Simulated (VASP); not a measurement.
A run of VASP 6.6.1 is set up as follows.

Contents of INCAR:

```
PREC = Accurate
ENCUT = 520
EDIFF = 1E-7
ISMEAR = 0
SIGMA = 0.05
LREAL = False
LASPH = True
NELM = 100
ALGO = Normal
ISIF = 2
LWAVE = False
LCHARG = False
GGA = PE
NBANDS = 26
```

File KPOINTS:

```
regular mesh
0
Gamma
  12 12 6
```

POSCAR

```
GaN
1.0
    3.2184289119      0.0000000000      0.0000000000
   -1.6092144560      2.7872411979      0.0000000000
    0.0000000000      0.0000000000      5.3216758876
Ga N
2 2
Direct
    0.3333333333      0.6666666667      0.9991316867
    0.6666666667      0.3333333333      0.4991316867
    0.3333333333      0.6666666667      0.3758683133
    0.6666666667      0.3333333333      0.8758683133
```

Potentials or basis: VASP PAW PBE potentials, release 64 (Ga_d, N).

Run with:

```bash
$ cat potpaw_PBE.64/Ga_d/POTCAR potpaw_PBE.64/N/POTCAR > POTCAR
$ mpirun -np 1 vasp_std > vasp.out
```

Estimate the band gap on the k mesh.

1.58 eV.

What does it give for the largest force?

0.103 eV/Å.

Predict the pressure.

-2.3 GPa.

Stress tensor (GPa, compression positive):
```
-0.66  0.00  0.00
 0.00 -0.66  0.00
 0.00  0.00 -5.46
```

Caveat: the cell differs from its parent crystal (strain +0.000 along x and y, +0.015 along z).
